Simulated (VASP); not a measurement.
Here is a VASP 6.6.1 calculation.

INCAR

```
SYSTEM = Al4Cl
ALGO = Normal
EDIFF = 1E-6
ENCUT = 520
GGA = PE
ISIF = 2
ISMEAR = 0
LASPH = .True.
LCHARG = .False.
LREAL = .False.
LWAVE = .False.
NBANDS = 18
NELM = 60
PREC = Accurate
SIGMA = 0.1
```

The input KPOINTS:

```
k-points
0
Gamma
  4 4 4
  0 0 0
```

File POSCAR:

```
Al4Cl
1.0
    4.3993816900      0.0000000000      0.0000000000
    0.0000000000      4.3993816900      0.0000000000
    0.0000000000      0.0000000000      4.3993816900
Al Cl
4 1
Direct
    0.5000000000      0.5000000000      0.5000000000
    0.0000000000      0.5000000000      0.5000000000
    0.5000000000      0.0000000000      0.5000000000
    0.5000000000      0.5000000000      0.0000000000
    0.0000000000      0.0000000000      0.0000000000
```

Potentials or basis: VASP PAW PBE potentials, release 64 (Al, Cl).

The run is started by

```bash
$ cat potpaw_PBE.64/Al/POTCAR potpaw_PBE.64/Cl/POTCAR > POTCAR
$ mpirun -np 1 vasp_std > vasp.out
```

(1) Estimate the pressure.

Answers

(1) 32.4 GPa.

Caveat: an odd number of electrons without spin polarisation forces a metal; a magnetic or distorted state may lie lower.
